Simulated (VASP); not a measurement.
The system is Ga.

```
CELL_PARAMETERS angstrom
-1.65180 1.65180 1.65180
1.65180 -1.65180 1.65180
1.65180 1.65180 -1.65180
ATOMIC_POSITIONS crystal
Ga 0.00000 0.00000 0.00000
```

This isn't the form of Ga at room conditions, which is orthorhombic.

* Program: VASP 6.6.1
* Task: relaxation of cell and atoms
* Functional: PBE
* Potentials or basis: VASP PAW PBE potentials, release 64 (Ga_d)
* Cutoff: 600 eV
* k mesh: 18 × 18 × 18
* Occupations: gaussian, width 0.1 eV
* Spin: no spin polarisation

At the start: pressure 3.4 GPa; volume 18.03 Å³/atom.

Question: Where does the relaxation end?

Answer: Over 3 steps the energy falls by 12.0 meV/atom and the volume is 19.20 Å³/atom (+6.5 %); space group Im-3m (No. 229, to 0.1 Å) before and after.

Step by step:
| step | energy change (eV) | largest force (eV/Å) | pressure (GPa) | volume (Å³) |
| --- | --- | --- | --- | --- |
| 1 | 0.0000 | 0.0000 | 3.44 | 18.03 |
| 2 | -0.0118 | 0.0000 | 0.36 | 19.06 |
| 3 | -0.0120 | 0.0000 | 0.00 | 19.20 |

Final structure:
```
Ga
1.0
    -1.68698    1.68698    1.68698
     1.68698   -1.68698    1.68698
     1.68698    1.68698   -1.68698
Ga
1
Direct
  0.00000 0.00000 0.00000
```
